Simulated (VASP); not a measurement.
Set up this calculation in VASP 6.6.1, as the native input.

```yaml
Task: single point
Functional: PBE
Potentials_or_basis: VASP PAW PBE potentials, release 64 (Ru_pv, C)
Cutoff: 520 eV
k_mesh: 12 × 12 × 18
Occupations: gaussian, width 0.1 eV
Spin: no spin polarisation
Dipole_correction: no
Further_INCAR_settings: ALGO = Normal; EDIFF = 1e-06; NBANDS = 23
```

The structure of Ru2C lies in POSCAR:

```
Ru2C
1.0
    4.0762844549      0.0000000000      0.0000000000
   -2.0381422275      3.5301658910      0.0000000000
    0.0000000000      0.0000000000      2.6366019967
Ru C
2 1
Direct
    0.3333333333      0.6666666667      0.5000000000
    0.6666666667      0.3333333333      0.5000000000
    0.0000000000      0.0000000000      0.0000000000
```

The input as run:

INCAR

```
ALGO = Normal
EDIFF = 1E-6
ENCUT = 520
GGA = PE
ISIF = 2
ISMEAR = 0
LASPH = True
LCHARG = True
LELF = True
LREAL = False
LVHAR = True
LWAVE = False
NBANDS = 23
NELM = 60
PREC = Accurate
SIGMA = 0.1
```

KPOINTS

```
k-points
0
Gamma
  12 12 18
```

Potentials or basis: VASP PAW PBE potentials, release 64 (Ru_pv, C).

The run is started by

```console
$ cat potpaw_PBE.64/Ru_pv/POTCAR potpaw_PBE.64/C/POTCAR > POTCAR
$ mpirun -np 1 vasp_std > vasp.out
```

It gave:

* Pressure: 0.3 GPa
* Band gap on the k mesh: zero (band 16 reaches 11.24 eV, above the bottom of band 17 at 9.89 eV)

Run time: 110 s on 1 thread of Intel Xeon 6975P-C (shared host), peak memory 0.26 GiB.
